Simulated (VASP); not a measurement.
The system is BAs.

```xyz
2
Lattice="0.0000 2.3885 2.3885 2.3885 0.0000 2.3885 2.3885 2.3885 0.0000" Properties=species:S:1:pos:R:3 pbc="T T T"
As    3.5827    3.5827    3.5827
B     0.0000    0.0000    0.0000
```

Base run:

| Item | Value |
| --- | --- |
| Program | VASP 6.6.1 |
| Functional | PBE0 |
| Potentials or basis | VASP PAW PBE potentials, release 64 (As, B) |
| Cutoff | 520 eV |
| k mesh | 6 × 6 × 6 |
| Occupations | fermi-dirac, width 0.05 eV |
| Spin | no spin polarisation |

Its results: band gap on the k mesh 2.65 eV (least direct gap 4.82 eV); pressure -0.7 GPa.

Task: After a change of settings the same cell gave: band gap on the k mesh 1.95 eV (least direct gap 4.11 eV); pressure -0.6 GPa. Which change was it?
A. functional from PBE0 to PBE-based screened hybrid with 25 % exact exchange; cutoff from 520 eV to 420 eV; further incar settings from ALGO = Normal; EDIFF = 1e-07; NBANDS = 11 to ALGO = Normal; EDIFF = 1e-06; NBANDS = 11
B. functional from PBE0 to PBE-based global hybrid with 10 % exact exchange; share of exact exchange from 0.25 to 0.1
C. functional from PBE0 to HSE06; further incar settings from ALGO = Normal; EDIFF = 1e-07; NBANDS = 11 to ALGO = Normal; EDIFF = 1e-06; NBANDS = 11
D. k mesh from 6 × 6 × 6 to 5 × 5 × 5

Result: C.

Caveats: the PAW data sets were made with another functional, which shifts forces and pressure a little.
